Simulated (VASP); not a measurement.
# Hg (P6_3/mmc) in VASP: notebook

Hg is run at these levels: r2SCAN; tasks: single point, relaxation of cell and atoms.

Program: VASP 6.6.1. These are calculated values, not measurements. Logs are shortened: lines on timing, memory, paths and dates and some standing lists are left out, and cuts for length are marked.

### Step 1. The cell of the first run

Symmetry: P6_3/mmc, No. 194, hexagonal system. Conventional cell: a = 3.423 Å, b = 3.423 Å, c = 5.473 Å, α = 90.00°, β = 90.00°, γ = 120.00°. Within 4.4 Å of Hg (site symmetry -6m2) lie 12 Hg at 3.38 to 3.42 Å.

### Step 2. Single point, r2SCAN

File POSCAR:

```
Hg
1.0
    3.4226053158      0.0000000000      0.0000000000
   -1.7113026579      2.9640631506      0.0000000000
    0.0000000000      0.0000000000      5.4725647906
Hg
2
Direct
    0.3333333333      0.6666666667      0.2500000000
    0.6666666667      0.3333333333      0.7500000000
```

File INCAR.step1:

```
SYSTEM = Hg
PREC = Accurate
ENCUT = 520
ISMEAR = -1
SIGMA = 0.1
LREAL = .FALSE.
LASPH = .TRUE.
NELM = 80
NBANDS = 19
GGA = PE
ALGO = Normal
EDIFF = 1E-4
LWAVE = .TRUE.
LCHARG = .FALSE.
```

File INCAR.step2:

```
SYSTEM = Hg
PREC = Accurate
ENCUT = 520
EDIFF = 1E-6
ISMEAR = -1
SIGMA = 0.1
LREAL = .FALSE.
LASPH = .TRUE.
NELM = 80
ALGO = Normal
ISIF = 2
LWAVE = .FALSE.
LCHARG = .TRUE.
METAGGA = R2SCAN
LMIXTAU = .TRUE.
LELF = .TRUE.
LVHAR = .TRUE.
NBANDS = 19
ISTART = 1
```

File KPOINTS:

```
regular mesh
0
G
  17 17 10
  0 0 0
```

Potentials or basis: VASP PAW PBE potentials, release 64 (Hg).

Launch:

```bash
$ cat potpaw_PBE.64/Hg/POTCAR > POTCAR
$ cp INCAR.step1 INCAR
$ mpirun -np 1 vasp_std > vasp.out
$ cp INCAR.step2 INCAR
$ mpirun -np 1 vasp_std > vasp.out
```

OUTCAR:

```text
SYSTEM = Hg
   PREC = Accurate
   ENCUT = 520
   EDIFF = 1E-6
   ISMEAR = -1
   LREAL = .FALSE.
   LASPH = .TRUE.
   NELM = 80
   ISIF = 2
   METAGGA = R2SCAN
   ISTART = 1

 ion  position               nearest neighbor table
   1  0.333  0.667  0.250-   2 3.38   2 3.38   2 3.38   2 3.38   2 3.38   2 3.38
   2  0.667  0.333  0.750-   1 3.38   1 3.38   1 3.38   1 3.38   1 3.38   1 3.38

  LATTYP: Found a hexagonal cell.
 ALAT       =     3.4226053158
 C/A-ratio  =     1.5989470844

  Lattice vectors:

 A1 = (   3.4226053158,   0.0000000000,   0.0000000000)
 A2 = (  -1.7113026579,   2.9640631506,   0.0000000000)
 A3 = (   0.0000000000,   0.0000000000,   5.4725647906)

Analysis of symmetry for initial positions (statically):
=====================================================================
 Subroutine PRICEL returns:
 Original cell was already a primitive cell.

 Routine SETGRP: Setting up the symmetry group for a
 hexagonal supercell.

 Subroutine GETGRP returns: Found 24 space group operations
 (whereof 12 operations were pure point group operations)
 out of a pool of 24 trial point group operations.

The static configuration has the point symmetry D_3d.
 The point group associated with its full space group is D_6h.

Analysis of symmetry for dynamics (positions and initial velocities):
=====================================================================
 Subroutine PRICEL returns:
 Original cell was already a primitive cell.

 Routine SETGRP: Setting up the symmetry group for a
 hexagonal supercell.

 Subroutine GETGRP returns: Found 24 space group operations
 (whereof 12 operations were pure point group operations)
 out of a pool of 24 trial point group operations.

The dynamic configuration has the point symmetry D_3d.
 The point group associated with its full space group is D_6h.

 Subroutine INISYM returns: Found 24 space group operations
 (whereof 12 operations are pure point group operations),
 and found     1 'primitive' translations

----------------------------------------------------------------------------------------

                                     Primitive cell

  volume of cell :      55.5182

  direct lattice vectors                    reciprocal lattice vectors
     3.422605316  0.000000000  0.000000000     0.292175085  0.168687364  0.000000000
    -1.711302658  2.964063151  0.000000000     0.000000000  0.337374728  0.000000000
     0.000000000  0.000000000  5.472564791     0.000000000  0.000000000  0.182729678

  length of vectors
     3.422605316  3.422605316  5.472564791     0.337374728  0.337374728  0.182729678

  position of ions in fractional coordinates (direct lattice)
     0.333333333  0.666666667  0.250000000
     0.666666667  0.333333333  0.750000000

  ion indices of the primitive-cell ions
   primitive index   ion index
                 1           1
                 2           2

----------------------------------------------------------------------------------------

 KPOINTS: regular mesh

Automatic generation of k-mesh.
 Grid dimensions read from file:
 generate k-points for:   17   17   10

 Generating k-lattice:

  Cartesian coordinates                     Fractional coordinates (reciprocal lattice)
     0.017186770  0.009922786  0.000000000     0.058823529  0.000000000  0.000000000
     0.000000000  0.019845572  0.000000000     0.000000000  0.058823529  0.000000000
     0.000000000  0.000000000  0.018272968     0.000000000  0.000000000  0.100000000

  Length of vectors
     0.019845572  0.019845572  0.018272968

  Shift w.r.t. Gamma in fractional coordinates (k-lattice)
     0.000000000  0.000000000  0.000000000

 Subroutine IBZKPT returns following result:
 ===========================================

 Found    198 irreducible k-points:

 Following reciprocal coordinates:
            Coordinates               Weight
  0.000000  0.000000  0.000000      1.000000
  0.058824 -0.000000  0.000000      6.000000
  0.117647 -0.000000  0.000000      6.000000
  0.176471 -0.000000  0.000000      6.000000
  0.235294 -0.000000  0.000000      6.000000
  0.294118 -0.000000  0.000000      6.000000
[... 16 lines left out ...]
  0.411765  0.117647  0.000000     12.000000
  0.176471  0.176471  0.000000      6.000000
 [... further k-points ...]
   k-points           NKPTS =    198   k-points in BZ     NKDIM =    198   number of bands    NBANDS=     19
   number of dos      NEDOS =    301   number of ions     NIONS =      2
   total plane-waves  NPLWV =  32928
   dimension x,y,z NGX =    28 NGY =   28 NGZ =   42
   dimension x,y,z NGXF=    56 NGYF=   56 NGZF=   84
   ions per type =               2
   NGX,Y,Z   is equivalent  to a cutoff of  13.60, 13.60, 12.76 a.u.
   NGXF,Y,Z  is equivalent  to a cutoff of  27.20, 27.20, 25.52 a.u.
 SYSTEM =  Hg
   PREC   = accura    normal or accurate (medium, high low for compatibility)
   ISTART =      1    job   : 0-new  1-cont  2-samecut
   ICHARG =      0    charge: 1-file 2-atom 10-const
   ISPIN  =      1    spin polarized calculation?
   LNONCOLLINEAR =      F non collinear calculations
   LSORBIT =      F    spin-orbit coupling
   LASPH  =      T    aspherical Exc in radial PAW
   ENCUT  =  520.0 eV  38.22 Ry    6.18 a.u.   6.36  6.36 10.18*2*pi/ulx,y,z
   NELM   =     80;   NELMIN=  2; NELMDL=  0     # of ELM steps
   EDIFF  = 0.1E-05   stopping-criterion for ELM
   LREAL  =      F    real-space projection
   EDIFFG = 0.1E-04   stopping-criterion for IOM
   NSW    =      0    number of steps for IOM
   IBRION =     -1    ionic relax: 0-MD 1-quasi-New 2-CG
   NFREE  =      0    steps in history (QN), initial steepest desc. (CG)
   ISIF   =      2    stress and relaxation
   ISYM   =      2    0-nonsym 1-usesym 2-fastsym
   POTIM  = 0.5000    time-step for ionic-motion
   TEBEG  =    0.0;   TEEND  =   0.0 temperature during run
   PSTRESS=    0.0 pullay stress
   NELECT =      24.0000    total number of electrons
   NUPDOWN=      -1.0000    fix difference up-down
   EMIN   =  10.00;   EMAX   =-10.00  energy-range for DOS
   EFERMI =   0.00;   METHOD = LEGACY
   ISMEAR =    -1;   SIGMA  =   0.10  broadening in eV -4-tet -1-fermi 0-gaus
   EFERMI_NEDOS =   21; number of points for ismear=-14 and -15
   IALGO  =     38    algorithm
   IMIX   =      4    mixing-type and parameters
     AMIX     =   0.40;   BMIX     =  1.00
     AMIX_MAG =   1.60;   BMIX_MAG =  1.00
  volume/ion in A,a.u.               =      27.76       187.33
  Fermi-wavevector in a.u.,A,eV,Ry     =   1.237847  2.339191 20.847722  1.532264
  Thomas-Fermi vector in A             =   2.372397
   LORBIT       =      0    0 simple, 1 ext, 2 COOP (PROOUT), +10 PAW based schemes
   METAGGA = R2SCAN    functional components
   LHFCALC =     F    Hartree Fock is set to
   AEXX    =    0.0000 exact exchange contribution
   IVDW    =     0    specifies the selected vdW correction
   LEPSILON=     F    determine dielectric tensor
   LRPA    =     F    only Hartree local field effects (RPA)
 non-spin polarized calculation
  energy-cutoff  :      520.00
  volume of cell :       55.52
 maximum number of plane-waves:      1517
 NGX is ok and might be reduce to    28
   NGX = 13   NGY = 13   NGZ = 21

 number of electron      23.9999998 magnetization

 Free energy of the ion-electron system (eV)
  ---------------------------------------------------
  ext. energy  EPLUGINS =         0.00000000
  ---------------------------------------------------
  free energy    TOTEN  =       -98.72703900 eV

  energy without entropy =      -98.72026166  energy(sigma->0) =      -98.72365033

 E-fermi :   1.1287     XC(G=0): -10.4926

 val. band max:        1.0873363973   @ k =   0.0588   0.0588   0.0000
 cond. band min:       1.1945250278   @ k =   0.1176  -0.0000   0.0000
 fundamental gap:      0.1071886306
 Fermi energy:         1.1286558985

 k-point     1 :       0.0000    0.0000    0.0000
  band No.  band energies     occupation
      1      -6.5355      2.00000
      2      -6.0568      2.00000
      3      -5.4051      2.00000
      4      -5.3857      2.00000
      5      -5.3857      2.00000
      6      -5.2847      2.00000
[... 11 lines left out ...]
     18      15.0227      0.00000
     19      15.7258      0.00000

 k-point     2 :       0.0588   -0.0000    0.0000
  band No.  band energies     occupation
      1      -6.4674      2.00000
      2      -6.0271      2.00000
      3      -5.4436      2.00000
      4      -5.3616      2.00000
      5      -5.3426      2.00000
      6      -5.2897      2.00000
[... 11 lines left out ...]
     18      15.6015      0.00000
     19      15.8820      0.00000

 k-point     3 :       0.1176   -0.0000    0.0000
  band No.  band energies     occupation
      1      -6.2740      2.00000
      2      -5.9501      2.00000
      3      -5.4835      2.00000
      4      -5.3129      2.00000
      5      -5.2917      2.00000
      6      -5.2599      2.00000
[... 11 lines left out ...]
     18      15.6321      0.00000
     19      15.6465      0.00000

 k-point     4 :       0.1765   -0.0000    0.0000
  band No.  band energies     occupation
      1      -6.0106      2.00000
      2      -5.8707      2.00000
      3      -5.4803      2.00000
      4      -5.3317      2.00000
      5      -5.3087      2.00000
      6      -5.2728      2.00000
[... 11 lines left out ...]
     18      14.4371      0.00000
     19      15.4477      0.00000

 k-point     5 :       0.2353   -0.0000    0.0000
  band No.  band energies     occupation
      1      -5.8597      2.00000
      2      -5.8250      2.00000
      3      -5.4495      2.00000
      4      -5.3847      2.00000
      5      -5.3266      2.00000
      6      -5.2395      2.00000
[... 11 lines left out ...]
     18      13.7718      0.00000
     19      14.8774      0.00000
[... 334 lines left out ...]
      2      -5.7142      2.00000
      3      -5.7101      2.00000
      4      -5.4335      2.00000
      5      -5.2142      2.00000
      6      -5.1162      2.00000
[... 11 lines left out ...]
     18      11.9202      0.00000
     19      13.4344      0.00000

 k-point    22 :       0.3529    0.1176    0.0000
  band No.  band energies     occupation
      1      -5.9159      2.00000
      2      -5.7942      2.00000
      3      -5.7330      2.00000
      4      -5.4512      2.00000
      5      -5.1595      2.00000
      6      -5.1503      2.00000
[... 11 lines left out ...]
     18      11.5690      0.00000
     19      13.1795      0.00000

 k-point    23 :       0.4118    0.1176    0.0000
  band No.  band energies     occupation
      1      -5.9419      2.00000
      2      -5.8361      2.00000
      3      -5.7481      2.00000
      4      -5.4593      2.00000
      5      -5.1831      2.00000
      6      -5.1180      2.00000
[... 11 lines left out ...]
     18      11.3865      0.00000
     19      13.0520      0.00000

 k-point    24 :       0.1765    0.1765    0.0000
  band No.  band energies     occupation
      1      -5.7172      2.00000
      2      -5.6939      2.00000
      3      -5.5883      2.00000
      4      -5.4071      2.00000
      5      -5.3292      2.00000
      6      -5.2592      2.00000
[... 11 lines left out ...]
     18      12.1057      0.00000
     19      13.4095      0.00000

 [... further k-points ...]

------------------------ aborting loop because EDIFF is reached ----------------------------------------

  FORCE on cell =-STRESS in cart. coord.  units (eV):
  Direction    XX          YY          ZZ          XY          YZ          ZX
  --------------------------------------------------------------------------------------
  -------------------------------------------------------------------------------------
  Total        0.1005970      0.1005970      0.0203397      0.0000000      0.0000000      0.0000000
  in kB        2.9030892      2.9030892      0.5869756      0.0000000      0.0000000      0.0000000
  external PRESSURE =       2.1310513 kB  Pullay stress =       0.0000000 kB

 VOLUME and BASIS-vectors are now :
 -----------------------------------------------------------------------------
  energy-cutoff  :      520.00
  volume of cell :       55.52
      direct lattice vectors                 reciprocal lattice vectors
     3.422605316  0.000000000  0.000000000     0.292175085  0.168687364  0.000000000
    -1.711302658  2.964063151  0.000000000     0.000000000  0.337374728  0.000000000
     0.000000000  0.000000000  5.472564791     0.000000000  0.000000000  0.182729678

 POSITION                                       TOTAL-FORCE (eV/Angst)
 -----------------------------------------------------------------------------------
     -0.00000      1.97604      1.36814         0.000000     -0.000000     -0.000000
      1.71130      0.98802      4.10442        -0.000000      0.000000      0.000000
 -----------------------------------------------------------------------------------
    total drift:                               -0.000000      0.000000     -0.000000

  FREE ENERGIE OF THE ION-ELECTRON SYSTEM (eV)
  ---------------------------------------------------
  free  energy   TOTEN  =       -98.7270390045 eV

  energy  without entropy=      -98.7202616583  energy(sigma->0) =      -98.72365033
```

It took 17 min on 1 thread of Oxide Virtual Turin-like, shared host; peak memory 0.28 GiB.

Results:

```yaml
Free_energy: -98.7270 eV
Pressure: 0.2 GPa
Band_gap_on_the_k_mesh: zero (bands 12 and 13 overlap by 0.31 eV)
```

Levels at points of the mesh, in eV from the Fermi level:
```csv
k point,band 9,band 10,band 11,band 12,band 13,band 14,band 15,band 16
"(0.00, 0.00, 0.00)",-6.31,-5.77,-5.77,-1.48,-0.38,11.67,11.67,13.44
"(0.00, 0.00, 0.50)",-5.94,-5.94,-5.80,-5.80,6.81,6.81,12.70,12.70
```

Caveat: the PAW data sets were made with another functional, which shifts forces and pressure a little; spin-orbit coupling is left out, which moves the levels of the heavy elements.

### Step 3. Relaxation of cell and atoms, r2SCAN

This run uses another cell than the first one, of 23.07 Å³/atom.

File POSCAR:

```
Hg
1.0
    3.1954827370      0.0000000000      0.0000000000
   -1.5977413685      2.7673692276      0.0000000000
    0.0000000000      0.0000000000      5.2182233095
Hg
2
Direct
    0.3333333333      0.6666666667      0.2500000000
    0.6666666667      0.3333333333      0.7500000000
```

File INCAR.step1:

```
  PREC = Accurate
  ENCUT = 600
  ISMEAR = -1
  SIGMA = 0.1
  LREAL = False
  LASPH = True
  NELM = 100
  GGA = PE
  ALGO = Normal
  EDIFF = 1E-4
  LWAVE = True
  LCHARG = False
```

File INCAR.step2:

```
  PREC = Accurate
  ENCUT = 600
  EDIFF = 1E-6
  ISMEAR = -1
  SIGMA = 0.1
  LREAL = False
  LASPH = True
  NELM = 100
  ALGO = Normal
  ISIF = 3
  LWAVE = False
  LCHARG = False
  METAGGA = R2SCAN
  LMIXTAU = True
  IBRION = 2
  NSW = 80
  EDIFFG = -0.01
  ISTART = 1
```

File KPOINTS:

```
regular mesh
0
Gamma
  11 11 6
```

Potentials or basis: VASP PAW PBE potentials, release 64 (Hg).

Launch:

```bash
$ cat potpaw_PBE.64/Hg/POTCAR > POTCAR
$ cp INCAR.step1 INCAR
$ mpirun -np 1 vasp_std > vasp.out
$ cp INCAR.step2 INCAR
$ mpirun -np 1 vasp_std > vasp.out
```

Run time: 45 min. Hardware: 1 thread of Oxide Virtual Turin-like, shared host; peak memory 0.2 GiB.

The run converged. Its results:

```
Free energy                           : -98.7221 eV
Relaxed volume                        : 28.16 Å³/atom
Relaxed cell                          : a = 3.443 Å, b = 3.443 Å, c = 5.487 Å, α = 90.00°, β = 90.00°, γ = 120.00°
Space group after relaxing (to 0.1 Å) : P6_3/mmc (No. 194)
Energy gained by relaxing             : 65.7 meV/atom
Ionic steps                           : 9
Pressure after relaxing               : 0.0 GPa
Band gap on the k mesh                : zero (bands 12 and 13 overlap by 0.17 eV)
```

Step by step:
```tsv
step	energy change (eV)	largest force (eV/Å)	pressure (GPa)	volume (Å³)
1	0.0000	0.0000	5.35	46.15
2	-0.1076	0.0000	1.68	51.49
3	-0.1276	0.0000	0.51	54.50
4	-0.1301	0.0000	0.06	55.94
5	-0.1301	0.0000	0.00	56.15
6	-0.1304	0.0000	0.00	56.18
7	-0.1312	0.0000	0.00	56.25
8	-0.1313	0.0000	0.01	56.37
9	-0.1314	0.0000	0.00	56.32
```

Final structure:
```xyz
2
Lattice="3.4428 0.0000 0.0000 -1.7214 2.9816 0.0000 0.0000 0.0000 5.4868" Properties=species:S:1:pos:R:3 pbc="T T T"
Hg    0.0000    1.9877    1.3717
Hg    1.7214    0.9938    4.1151
```

Levels at points of the mesh, in eV from the Fermi level:
```csv
k point,band 9,band 10,band 11,band 12,band 13,band 14,band 15,band 16
"(0.00, 0.00, 0.00)",-6.26,-5.73,-5.73,-1.45,-0.28,11.54,11.54,13.38
"(0.00, 0.00, 0.50)",-5.90,-5.90,-5.71,-5.71,6.82,6.82,12.56,12.56
```

Caveat: the volume moved by over 15 % at a fixed basis, so the end points are rough; the PAW data sets were made with another functional, which shifts forces and pressure a little; spin-orbit coupling is left out, which moves the levels of the heavy elements.
